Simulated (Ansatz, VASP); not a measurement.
**Two plane-wave programs on Ta**

```xyz
1
Lattice="-1.6919 1.6919 1.6919 1.6919 -1.6919 1.6919 1.6919 1.6919 -1.6919" Properties=species:S:1:pos:R:3 pbc="T T T"
Ta    0.0000    0.0000    0.0000
```

Alike in both runs: task single point; functional PBE; k mesh 18 × 18 × 18; occupations gaussian, width 0.1 eV; no spin polarisation.

```csv
,VASP,Ansatz
version,VASP 6.6.1,Ansatz 0.2.0
potentials or method,"VASP PAW PBE potentials, release 64 (Ta_pv), cutoff 520 eV","scalar-relativistic, plane waves, PAW"
valence electrons in the cell,11,13
```

|  | VASP | Ansatz | Ansatz less VASP |
| --- | --- | --- | --- |
| gap on the k mesh at the Fermi level (eV) | none | none | - |
| pressure (GPa) | -10.1 | -10.1 | -0.03 |

A gap of «none» marks a metal or a gap that the smearing closes. VASP's potentials hold 11 valence electrons a cell and Ansatz's 13, so a difference there can come from the potentials and not from the codes.

Neither program's run includes spin-orbit coupling.
